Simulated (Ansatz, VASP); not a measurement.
## InSb3 in VASP and in Ansatz

```xyz
8
Lattice="6.8281 0.0000 0.0000 -3.4141 5.9133 0.0000 0.0000 0.0000 5.6797" Properties=species:S:1:pos:R:3 pbc="T T T"
In    0.0000    3.9422    1.4199
In    3.4141    1.9711    4.2598
Sb    3.4141    4.1023    1.4199
Sb   -1.8456    5.0078    4.2598
Sb    1.5684    0.9055    1.4199
Sb    0.0000    1.8111    4.2598
Sb    5.2597    0.9055    1.4199
Sb    1.8456    5.0078    4.2598
```

Alike in both runs: functional PBE; k mesh 6 × 6 × 8; occupations gaussian, width 0.1 eV; no spin polarisation.

Ansatz relaxed the structure, and its values are those at the end. VASP's run is a single point on that final structure, the one shown.

|  | VASP | Ansatz |
| --- | --- | --- |
| version | VASP 6.6.1 | Ansatz 0.2.0 |
| potentials or method | VASP PAW PBE potentials, release 64 (In_d, Sb), cutoff 520 eV | scalar-relativistic, plane waves, PAW |
| valence electrons in the cell | 56 | 116 |

VASP gave:

```
gap on the k mesh at the Fermi level (eV) : none
pressure (GPa)                            : -0.1
```

Q: Which values does Ansatz return?

A: gap on the k mesh at the Fermi level (eV): none; pressure (GPa): 0.0.

A gap of «none» marks a metal or a gap that the smearing closes. With one functional, cell and mesh, what is left measures potentials, basis and numerics. VASP's potentials hold 56 valence electrons a cell and Ansatz's 116, so a difference there can come from the potentials and not from the codes.

Spin-orbit coupling is off throughout.
